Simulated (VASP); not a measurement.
HfS2:

```
CELL_PARAMETERS angstrom
3.59399 0.00000 0.00000
-1.79700 3.11249 0.00000
0.00000 0.00000 5.90775
ATOMIC_POSITIONS crystal
Hf 0.00000 0.00000 0.00000
S 0.33333 0.66667 0.24612
S 0.66667 0.33333 0.75388
```

This cell differs from its parent crystal: epitaxial xy strain -1.0%.

Base run:

- Program: VASP 6.6.1
- Functional: PBE
- Potentials or basis: VASP PAW PBE potentials, release 64 (Hf_pv, S)
- Cutoff: 500 eV
- k mesh: 12 × 12 × 4
- Occupations: fermi-dirac, width 0.02 eV
- Spin: no spin polarisation

Its results: band gap on the k mesh 1.00 eV (least direct gap 1.90 eV); pressure 2.7 GPa; largest force 0.068 eV/Å.

**Question.** The run is repeated on the same cell with these changes: functional from PBE to r2SCAN; cutoff from 500 eV to 550 eV; occupations from fermi-dirac, width 0.02 eV to gaussian, width 0.01 eV. What comes out?

**Answer.** Band gap on the k mesh 1.32 eV (least direct gap 2.25 eV); pressure 1.5 GPa; largest force 0.124 eV/Å.

Caveats: spin-orbit coupling is left out, which moves the levels of the heavy elements; this functional lacks dispersion, which binds the layers, so the pressure and a relaxed spacing across them are unreliable (at least some runs); the PAW data sets were made with another functional, which shifts forces and pressure a little (at least some runs).

A k mesh can miss the band edges.
